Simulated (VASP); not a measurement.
# CoSi (P2_13) in VASP: further runs

Runs on CoSi. Level: PBE. Tasks: single point.

All numbers are computed with VASP 6.6.1; they aren't measurements. Logs are shortened: lines on timing, memory, paths and dates and some standing lists are left out, and cuts for length are marked.

## Step 1: The cell of the first run

The structure is cubic, space group P2_13 (No. 198). The conventional cell has a = 4.431 Å, b = 4.431 Å, c = 4.431 Å, α = 90.00°, β = 90.00°, γ = 90.00°. Co (site symmetry 3) has 7 Si at 2.32 to 2.43 Å and 6 Co at 2.72 Å within 3.1 Å. Si (site symmetry 3) has 7 Co at 2.32 to 2.43 Å and 6 Si at 2.74 Å within 3.1 Å.

## Step 2: Single point, PBE, collinear spin, ferromagnetic start

The input, INCAR:

```
PREC     = Accurate       # precision mode
ENCUT    = 520            # plane-wave cutoff, eV
EDIFF    = 1E-6           # SCF threshold, eV
ISMEAR   = 0              # smearing method
SIGMA    = 0.05           # smearing width, eV
LREAL    = Auto         
LASPH    = True           # aspherical terms in the spheres
NELM     = 150            # most SCF steps
ALGO     = Normal         # electronic algorithm
ISIF     = 2              # what is computed and relaxed
LWAVE    = False          # write WAVECAR
LCHARG   = False          # write CHGCAR
ISPIN    = 2              # spin polarisation
MAGMOM   = 1.5 1.5 1.5 1.5 1.5 1.5 1.5 1.5 0 0 0 0 0 0 0 0 # initial moments
LORBIT   = 11             # projections on sites
LMAXMIX  = 4              # l up to which the mixer works
GGA      = PE             # functional
NBANDS   = 70             # bands
```

The input, KPOINTS:

```
regular mesh
0
Gamma
  6 6 6
```

The input, POSCAR:

```
CoSi
1.0
    0.0000000000      4.4307937200      4.4307937200
    4.4307937200      0.0000000000      4.4307937200
    4.4307937200      4.4307937200      0.0000000000
Co Si
8 8
Direct
    0.0725144914      0.0725144914      0.0725144914
    0.5725144914      0.0725144914      0.2824565259
    0.2824565259      0.5725144914      0.0725144914
    0.0725144914      0.2824565259      0.5725144914
    0.5725144914      0.5725144914      0.5725144914
    1.0725144914      0.5725144914      0.7824565259
    0.7824565259      1.0725144914      0.5725144914
    0.5725144914      0.7824565259      1.0725144914
    0.4215829613      0.4215829613      0.4215829613
   -0.0784170387      0.4215829613      0.2352511161
    0.2352511161     -0.0784170387      0.4215829613
    0.4215829613      0.2352511161     -0.0784170387
    0.9215829613      0.9215829613      0.9215829613
    0.4215829613      0.9215829613      0.7352511161
    0.7352511161      0.4215829613      0.9215829613
    0.9215829613      0.7352511161      0.4215829613
```

Potentials or basis: VASP PAW PBE potentials, release 64 (Co, Si).

On the command line:

```
$ cat potpaw_PBE.64/Co/POTCAR potpaw_PBE.64/Si/POTCAR > POTCAR
$ mpirun -np 1 vasp_std > vasp.out
```

OUTCAR:

```text
PREC = Accurate
   ENCUT = 520
   EDIFF = 1E-6
   ISMEAR = 0
   LREAL = Auto
   LASPH = True
   NELM = 150
   ISIF = 2
   ISPIN = 2
   LORBIT = 11
   GGA = PE

 ion  position               nearest neighbor table
   1  0.073  0.073  0.073-  13 2.32  14 2.34  15 2.34  16 2.34  11 2.43  12 2.43  10 2.43   8 2.72
                             7 2.72   4 2.72   3 2.72   6 2.72   2 2.72
   2  0.573  0.073  0.282-  14 2.32   9 2.34  16 2.34  11 2.34  15 2.43  13 2.43  12 2.43   7 2.72
                             8 2.72   3 2.72   4 2.72   5 2.72   1 2.72
   3  0.282  0.573  0.073-  15 2.32   9 2.34  14 2.34  12 2.34  16 2.43  13 2.43  10 2.43   6 2.72
                             1 2.72   5 2.72   2 2.72   8 2.72   4 2.72
   4  0.073  0.282  0.573-  16 2.32   9 2.34  15 2.34  10 2.34  14 2.43  13 2.43  11 2.43   2 2.72
                             6 2.72   1 2.72   5 2.72   3 2.72   7 2.72
   5  0.573  0.573  0.573-   9 2.32  10 2.34  11 2.34  12 2.34  14 2.43  15 2.43  16 2.43   4 2.72
                             3 2.72   8 2.72   7 2.72   2 2.72   6 2.72
   6  0.073  0.573  0.782-  10 2.32  13 2.34  12 2.34  15 2.34  11 2.43   9 2.43  16 2.43   4 2.72
                             7 2.72   3 2.72   8 2.72   1 2.72   5 2.72
   7  0.782  0.073  0.573-  11 2.32  13 2.34  10 2.34  16 2.34  12 2.43   9 2.43  14 2.43   5 2.72
                             2 2.72   1 2.72   6 2.72   8 2.72   4 2.72
   8  0.573  0.782  0.073-  12 2.32  13 2.34  11 2.34  14 2.34  10 2.43   9 2.43  15 2.43   5 2.72
                             6 2.72   2 2.72   1 2.72   7 2.72   3 2.72
   9  0.422  0.422  0.422-   5 2.32   3 2.34   4 2.34   2 2.34   6 2.43   7 2.43   8 2.43  10 2.74
                            11 2.74  12 2.74  15 2.74  14 2.74  16 2.74
  10  0.922  0.422  0.235-   6 2.32   7 2.34   5 2.34   4 2.34   1 2.43   8 2.43   3 2.43  12 2.74
                            13 2.74  15 2.74  16 2.74  11 2.74   9 2.74
  11  0.235  0.922  0.422-   7 2.32   8 2.34   5 2.34   2 2.34   1 2.43   6 2.43   4 2.43  10 2.74
                            13 2.74  14 2.74  16 2.74  12 2.74   9 2.74
  12  0.422  0.235  0.922-   8 2.32   6 2.34   5 2.34   3 2.34   1 2.43   7 2.43   2 2.43  11 2.74
                            13 2.74  14 2.74  15 2.74   9 2.74  10 2.74
  13  0.922  0.922  0.922-   1 2.32   6 2.34   7 2.34   8 2.34   2 2.43   3 2.43   4 2.43  14 2.74
                            15 2.74  16 2.74  11 2.74  10 2.74  12 2.74
  14  0.422  0.922  0.735-   2 2.32   3 2.34   1 2.34   8 2.34   5 2.43   4 2.43   7 2.43   9 2.74
                            11 2.74  12 2.74  16 2.74  15 2.74  13 2.74
  15  0.735  0.422  0.922-   3 2.32   4 2.34   1 2.34   6 2.34   5 2.43   2 2.43   8 2.43   9 2.74
                            10 2.74  12 2.74  14 2.74  16 2.74  13 2.74
  16  0.922  0.735  0.422-   4 2.32   2 2.34   1 2.34   7 2.34   5 2.43   3 2.43   6 2.43   9 2.74
                            10 2.74  11 2.74  15 2.74  13 2.74  14 2.74

  LATTYP: Found a face centered cubic cell.
 ALAT       =     8.8615874400

  Lattice vectors:

 A1 = (   0.0000000000,   4.4307937200,   4.4307937200)
 A2 = (   4.4307937200,   0.0000000000,   4.4307937200)
 A3 = (   4.4307937200,   4.4307937200,   0.0000000000)

Analysis of symmetry for initial positions (statically):
=====================================================================
 Subroutine PRICEL returns following result:

  LATTYP: Found a simple cubic cell.
 ALAT       =     4.4307937200
[... 12 lines left out ...]
 Subroutine GETGRP returns: Found 12 space group operations
 (whereof  3 operations were pure point group operations)
 out of a pool of 48 trial point group operations.

The static configuration has the point symmetry C_3 .
 The point group associated with its full space group is T   .

Analysis of symmetry for dynamics (positions and initial velocities):
=====================================================================
 Subroutine PRICEL returns following result:

  LATTYP: Found a simple cubic cell.
 ALAT       =     4.4307937200
[... 12 lines left out ...]
 Subroutine GETGRP returns: Found 12 space group operations
 (whereof  3 operations were pure point group operations)
 out of a pool of 48 trial point group operations.

The dynamic configuration has the point symmetry C_3 .
 The point group associated with its full space group is T   .

Analysis of structural, dynamic, and magnetic symmetry:
=====================================================================
 Subroutine PRICEL returns following result:

  LATTYP: Found a simple cubic cell.
 ALAT       =     4.4307937200
[... 12 lines left out ...]
 Subroutine GETGRP returns: Found 12 space group operations
 (whereof  3 operations were pure point group operations)
 out of a pool of 48 trial point group operations.

The overall configuration has the point symmetry C_3 .
 The point group associated with its full space group is T   .

 Subroutine INISYM returns: Found 12 space group operations
 (whereof  3 operations are pure point group operations),
 and found     2 'primitive' translations

----------------------------------------------------------------------------------------

                                     Primitive cell

  volume of cell :      86.9850

  direct lattice vectors                    reciprocal lattice vectors
[... 78 lines left out ...]
   dimension x,y,z NGXF=    96 NGYF=   96 NGZF=   96
   ions per type =               8   8
   NGX,Y,Z   is equivalent  to a cutoff of  12.73, 12.73, 12.73 a.u.
   NGXF,Y,Z  is equivalent  to a cutoff of  25.47, 25.47, 25.47 a.u.
 SYSTEM =  unknown system
   PREC   = accura    normal or accurate (medium, high low for compatibility)
   ISTART =      0    job   : 0-new  1-cont  2-samecut
   ICHARG =      2    charge: 1-file 2-atom 10-const
   ISPIN  =      2    spin polarized calculation?
   LNONCOLLINEAR =      F non collinear calculations
   LSORBIT =      F    spin-orbit coupling
   LASPH  =      T    aspherical Exc in radial PAW
   ENCUT  =  520.0 eV  38.22 Ry    6.18 a.u.  11.65 11.65 11.65*2*pi/ulx,y,z
   NELM   =    150;   NELMIN=  2; NELMDL= -5     # of ELM steps
   EDIFF  = 0.1E-05   stopping-criterion for ELM
   LREAL  =      T    real-space projection
   EDIFFG = 0.1E-04   stopping-criterion for IOM
   NSW    =      0    number of steps for IOM
   IBRION =     -1    ionic relax: 0-MD 1-quasi-New 2-CG
   NFREE  =      0    steps in history (QN), initial steepest desc. (CG)
   ISIF   =      2    stress and relaxation
   ISYM   =      2    0-nonsym 1-usesym 2-fastsym
   POTIM  = 0.5000    time-step for ionic-motion
   TEBEG  =    0.0;   TEEND  =   0.0 temperature during run
   PSTRESS=    0.0 pullay stress
   NELECT =     104.0000    total number of electrons
   NUPDOWN=      -1.0000    fix difference up-down
   EMIN   =  10.00;   EMAX   =-10.00  energy-range for DOS
   EFERMI =   0.00;   METHOD = LEGACY
   ISMEAR =     0;   SIGMA  =   0.05  broadening in eV -4-tet -1-fermi 0-gaus
   EFERMI_NEDOS =   21; number of points for ismear=-14 and -15
   IALGO  =     38    algorithm
   IMIX   =      4    mixing-type and parameters
     AMIX     =   0.40;   BMIX     =  1.00
     AMIX_MAG =   1.60;   BMIX_MAG =  1.00
  volume/ion in A,a.u.               =      10.87        73.38
  Fermi-wavevector in a.u.,A,eV,Ry     =   1.379096  2.606113 25.876989  1.901905
  Thomas-Fermi vector in A             =   2.504097
   LORBIT       =     11    0 simple, 1 ext, 2 COOP (PROOUT), +10 PAW based schemes
   GGA     = PE    functional components
   LHFCALC =     F    Hartree Fock is set to
   AEXX    =    0.0000 exact exchange contribution
   IVDW    =     0    specifies the selected vdW correction
   LEPSILON=     F    determine dielectric tensor
   LRPA    =     F    only Hartree local field effects (RPA)
 spin polarized calculation
 Gauss-broadening in eV      SIGMA  =   0.05
  energy-cutoff  :      520.00
  volume of cell :      173.97
 maximum number of plane-waves:      4720
 NGX is ok and might be reduce to    48

 number of electron     103.9999963 magnetization       0.0770910

 number of electron     103.9999963 magnetization      -0.0023005

 Free energy of the ion-electron system (eV)
  ---------------------------------------------------
  ext. energy  EPLUGINS =         0.00000000
  ---------------------------------------------------
  free energy    TOTEN  =      -109.49986155 eV

  energy without entropy =     -109.49609085  energy(sigma->0) =     -109.49797620

 E-fermi :  12.1076     XC(G=0): -12.8671

 val. band max:       12.1017568673   @ k =   0.1667   0.0000   0.0000
 cond. band min:      12.1122929587   @ k =   0.1667   0.0000   0.0000
 fundamental gap:      0.0105360914
 Fermi energy:        12.1075749045

 spin component 1

 k-point     1 :       0.0000    0.0000    0.0000
  band No.  band energies     occupation
      1      -1.5643      1.00000
      2       2.6734      1.00000
      3       2.6734      1.00000
      4       2.6734      1.00000
      5       2.6734      1.00000
      6       3.9302      1.00000
[... 1195 lines left out ...]
     63      15.3108      0.00000
     64      15.3108      0.00000
 Fermi energy:        12.1075749045

 spin component 2

 k-point     1 :       0.0000    0.0000    0.0000
  band No.  band energies     occupation
      1      -1.5643      1.00000
      2       2.6734      1.00000
      3       2.6734      1.00000
      4       2.6734      1.00000
      5       2.6734      1.00000
      6       3.9301      1.00000
[... 1195 lines left out ...]
     63      15.3106      0.00000
     64      15.3106      0.00000
 [bands above 64 left out]

------------------------ aborting loop because EDIFF is reached ----------------------------------------

  FORCE on cell =-STRESS in cart. coord.  units (eV):
  Direction    XX          YY          ZZ          XY          YZ          ZX
  --------------------------------------------------------------------------------------
  -------------------------------------------------------------------------------------
  Total       -0.1420006     -0.1420006     -0.1420006     -0.0000000      0.0000000      0.0000000
  in kB       -1.3077543     -1.3077543     -1.3077543     -0.0000000      0.0000000      0.0000000
  external PRESSURE =      -1.3077543 kB  Pullay stress =       0.0000000 kB

 VOLUME and BASIS-vectors are now :
 -----------------------------------------------------------------------------
  energy-cutoff  :      520.00
  volume of cell :      173.97
      direct lattice vectors                 reciprocal lattice vectors
     0.000000000  4.430793720  4.430793720    -0.112846599  0.112846599  0.112846599
     4.430793720  0.000000000  4.430793720     0.112846599 -0.112846599  0.112846599
     4.430793720  4.430793720  0.000000000     0.112846599  0.112846599 -0.112846599

 POSITION                                       TOTAL-FORCE (eV/Angst)
 -----------------------------------------------------------------------------------
      0.64259      0.64259      0.64259         0.001322      0.001322      0.001322
      1.57280      3.78820      2.85799        -0.001322     -0.001322      0.001322
      2.85799      1.57280      3.78820         0.001322     -0.001322     -0.001322
      3.78820      2.85799      1.57280        -0.001322      0.001322     -0.001322
      5.07339      5.07339      5.07339         0.001322      0.001322      0.001322
      6.00360      3.78820      2.85799        -0.001322     -0.001322      0.001322
[... 8 lines left out ...]
      5.95129      7.34109      5.12569         0.001167     -0.001167     -0.001167
      5.12569      5.95129      7.34109        -0.001167      0.001167     -0.001167
 -----------------------------------------------------------------------------------
    total drift:                               -0.000001     -0.000001     -0.000002

  FREE ENERGIE OF THE ION-ELECTRON SYSTEM (eV)
  ---------------------------------------------------
  free  energy   TOTEN  =      -109.4998615497 eV

  energy  without entropy=     -109.4960908530  energy(sigma->0) =     -109.49797620

 total charge

# of ion       s       p       d       tot
------------------------------------------
    1        0.436   0.617   7.565   8.618
    2        0.436   0.617   7.565   8.618
    3        0.436   0.617   7.565   8.618
    4        0.436   0.617   7.565   8.618
    5        0.436   0.617   7.565   8.618
    6        0.436   0.617   7.565   8.618
[... 8 lines left out ...]
   15        0.725   0.884   0.000   1.609
   16        0.725   0.884   0.000   1.609
--------------------------------------------------
tot          9.289  12.009  60.518  81.817

 magnetization (x)

# of ion       s       p       d       tot
------------------------------------------
    1        0.000   0.000  -0.000  -0.000
    2        0.000   0.000  -0.000  -0.000
    3        0.000   0.000  -0.000  -0.000
    4        0.000   0.000  -0.000  -0.000
    5        0.000   0.000  -0.000  -0.000
    6        0.000   0.000  -0.000  -0.000
[... 8 lines left out ...]
   15        0.000   0.000   0.000   0.000
   16        0.000   0.000   0.000   0.000
--------------------------------------------------
tot          0.000   0.000  -0.001  -0.001
```

Run time: 9.8 min. Hardware: 1 thread of Intel Xeon 6975P-C (Granite Rapids), shared host; peak memory 0.56 GiB.

Results:

| Property | Result |
| --- | --- |
| Free energy | -109.4999 eV |
| Pressure | -0.1 GPa |
| Band gap on the k mesh | zero (filled and empty bands overlap) |
| Net moment | 0.00 μB per cell |
| Valence electrons inside the program's atomic spheres | Co 8.62; Si 1.61 |

Forces on the atoms (eV/Å):
```
Co   0.001  0.001  0.001
Co  -0.001 -0.001  0.001
Co   0.001 -0.001 -0.001
Co  -0.001  0.001 -0.001
Co   0.001  0.001  0.001
Co  -0.001 -0.001  0.001
Co   0.001 -0.001 -0.001
Co  -0.001  0.001 -0.001
Si   0.001  0.001  0.001
Si  -0.001 -0.001  0.001
Si   0.001 -0.001 -0.001
Si  -0.001  0.001 -0.001
Si   0.001  0.001  0.001
Si  -0.001 -0.001  0.001
Si   0.001 -0.001 -0.001
Si  -0.001  0.001 -0.001
```

Levels at points of the mesh, in eV from the Fermi level:
Spin up:
| k point | band 49 | band 50 | band 51 | band 52 | band 53 | band 54 | band 55 | band 56 |
| --- | --- | --- | --- | --- | --- | --- | --- | --- |
| (0.00, 0.00, 0.00) | -0.22 | -0.22 | -0.22 | -0.22 | -0.01 | -0.01 | -0.01 | 2.49 |
| (0.50, 0.00, 0.00) | -0.51 | -0.51 | -0.16 | -0.16 | 0.48 | 0.48 | 1.51 | 1.51 |
| (0.50, 0.50, 0.00) | -0.48 | -0.48 | -0.04 | -0.04 | 0.58 | 0.58 | 1.00 | 1.00 |
Spin down:
| k point | band 48 | band 49 | band 50 | band 51 | band 52 | band 53 | band 54 | band 55 | band 56 | band 57 |
| --- | --- | --- | --- | --- | --- | --- | --- | --- | --- | --- |
| (0.00, 0.00, 0.00) | -0.78 | -0.22 | -0.22 | -0.22 | -0.22 | -0.01 | -0.01 | -0.01 | 2.49 | 2.49 |
| (0.50, 0.00, 0.00) | -0.79 | -0.52 | -0.52 | -0.16 | -0.16 | 0.48 | 0.48 | 1.51 | 1.51 | 1.74 |
| (0.50, 0.50, 0.00) | -0.65 | -0.48 | -0.48 | -0.04 | -0.04 | 0.58 | 0.58 | 1.00 | 1.00 | 1.49 |

Caveat: the moments typed at the start vanished in this run.

## Step 3: Single point, PBE, collinear spin, ferrimagnetic start

This run uses another cell than the first one: it holds 8 atoms, not 16.

The input, INCAR:

```
SYSTEM = CoSi
ALGO = Normal ; EDIFF = 1E-6
ENCUT = 520 ; GGA = PE
ISIF = 2 ; ISMEAR = 0
ISPIN = 2 ; LASPH = .True.
LCHARG = .False. ; LMAXMIX = 4
LORBIT = 11 ; LREAL = .False.
LWAVE = .False. ; MAGMOM = 1.5 1.5 1.5 -1.5 0 0 0 0
NBANDS = 40 ; NELM = 150
PREC = Accurate ; SIGMA = 0.05
```

The input, KPOINTS:

```
k-points
0
Gamma
  8 8 8
  0 0 0
```

The input, POSCAR:

```
CoSi
1.0
    4.4307937200      0.0000000000      0.0000000000
    0.0000000000      4.4307937200      0.0000000000
    0.0000000000      0.0000000000      4.4307937200
Co Si
4 4
Direct
    0.1450289827      0.1450289827      0.1450289827
    0.3549710173      0.8549710173      0.6450289827
    0.6450289827      0.3549710173      0.8549710173
    0.8549710173      0.6450289827      0.3549710173
    0.8431659226      0.8431659226      0.8431659226
    0.6568340774      0.1568340774      0.3431659226
    0.3431659226      0.6568340774      0.1568340774
    0.1568340774      0.3431659226      0.6568340774
```

Potentials or basis: VASP PAW PBE potentials, release 64 (Co, Si).

On the command line:

```
$ cat potpaw_PBE.64/Co/POTCAR potpaw_PBE.64/Si/POTCAR > POTCAR
$ mpirun -np 1 vasp_std > vasp.out
```

Run time: 11 min. Hardware: 1 thread of Oxide Virtual Turin-like, shared host; peak memory 0.51 GiB.

The run converged. Its results:

```yaml
Free_energy: -54.7488 eV
Pressure: -0.2 GPa
Largest_force: 0.004 eV/Å
Band_gap_on_the_k_mesh: zero (filled and empty bands overlap)
Net_moment: 0.00 μB per cell
Valence_electrons_inside_the_program's_atomic_spheres: Co 8.62; Si 1.61
```

Forces on the atoms (eV/Å):
```
Co   0.001  0.001  0.001
Co  -0.001 -0.001  0.001
Co   0.001 -0.001 -0.001
Co  -0.001  0.001 -0.001
Si   0.002  0.002  0.002
Si  -0.002 -0.002  0.002
Si   0.002 -0.002 -0.002
Si  -0.002  0.002 -0.002
```

Levels at points of the mesh, in eV from the Fermi level:
Spin up:
```
           k point  band 22  band 23  band 24  band 25  band 26  band 27  band 28  band 29  band 30  band 31
(0.00, 0.00, 0.00)    -0.90    -0.77    -0.77     0.00     0.00     0.00     2.50     2.50     2.50     2.92
(0.50, 0.00, 0.00)    -1.03    -0.64    -0.64    -0.48    -0.48     1.01     1.01     1.49     1.49     4.28
(0.50, 0.50, 0.00)    -1.48    -0.99    -0.99    -0.03    -0.03     0.59     0.59     2.01     2.01     2.51
(0.50, 0.50, 0.50)    -1.21    -1.21    -1.21    -0.22    -0.22    -0.22    -0.22     5.41     5.41     5.41
```
Spin down:
| k point | band 22 | band 23 | band 24 | band 25 | band 26 | band 27 | band 28 | band 29 | band 30 | band 31 |
| --- | --- | --- | --- | --- | --- | --- | --- | --- | --- | --- |
| (0.00, 0.00, 0.00) | -0.90 | -0.77 | -0.77 | 0.00 | 0.00 | 0.00 | 2.50 | 2.50 | 2.50 | 2.92 |
| (0.50, 0.00, 0.00) | -1.03 | -0.64 | -0.64 | -0.48 | -0.48 | 1.01 | 1.01 | 1.49 | 1.49 | 4.28 |
| (0.50, 0.50, 0.00) | -1.48 | -0.99 | -0.99 | -0.03 | -0.03 | 0.59 | 0.59 | 2.01 | 2.01 | 2.51 |
| (0.50, 0.50, 0.50) | -1.21 | -1.21 | -1.21 | -0.22 | -0.22 | -0.22 | -0.22 | 5.41 | 5.41 | 5.41 |

Caveat: the moments typed at the start vanished in this run.

The gap in the log of VASP goes by the Fermi energy; the results here count the filled bands.